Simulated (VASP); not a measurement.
Input of a VASP 6.6.1 run:

INCAR

```
SYSTEM = SnO2
PREC = Accurate
ENCUT = 910
EDIFF = 1E-6
ISMEAR = 0
SIGMA = 0.02
LREAL = .FALSE.
LASPH = .TRUE.
NELM = 120
ALGO = Normal
ISIF = 2
LWAVE = .FALSE.
LCHARG = .FALSE.
NBANDS = 64
GGA_COMPAT = .FALSE.
```

File KPOINTS:

```
regular mesh
0
G
  6 6 6
  0 0 0
```

Contents of POSCAR:

```
SnO2
1.0
    0.0000000000      4.4289551266      4.4289551266
    4.4289551266      0.0000000000      4.4289551266
    4.4289551266      4.4289551266      0.0000000000
Sn O
4 8
Direct
    0.1250000000      0.1250000000      0.6250000000
    0.6250000000      0.1250000000      0.1250000000
    0.1250000000      0.6250000000      0.1250000000
    0.1250000000      0.1250000000      0.1250000000
    0.8907311159      0.8907311159      0.8907311159
    0.8907311159      0.3278066522      0.8907311159
    0.8907311159      0.8907311159      0.3278066522
    0.3278066522      0.8907311159      0.8907311159
    0.9221933478      0.3592688841      0.3592688841
    0.3592688841      0.3592688841      0.9221933478
    0.3592688841      0.9221933478      0.3592688841
    0.3592688841      0.3592688841      0.3592688841
```

Potentials or basis: VASP PAW LDA potentials, release 64 (Sn_d, O_h).

Run with:

```bash
$ cat potpaw_LDA.64/Sn_d/POTCAR potpaw_LDA.64/O_h/POTCAR > POTCAR
$ mpirun -np 1 vasp_std > vasp.out
```

(1) Estimate the largest force.

(2) Predict the band gap on the k mesh.

(3) Predict the pressure.

Results:

(1) 0.102 eV/Å.

(2) 2.09 eV.

(3) 0.7 GPa.

Caveat: spin-orbit coupling is left out, which moves the levels of the heavy elements.
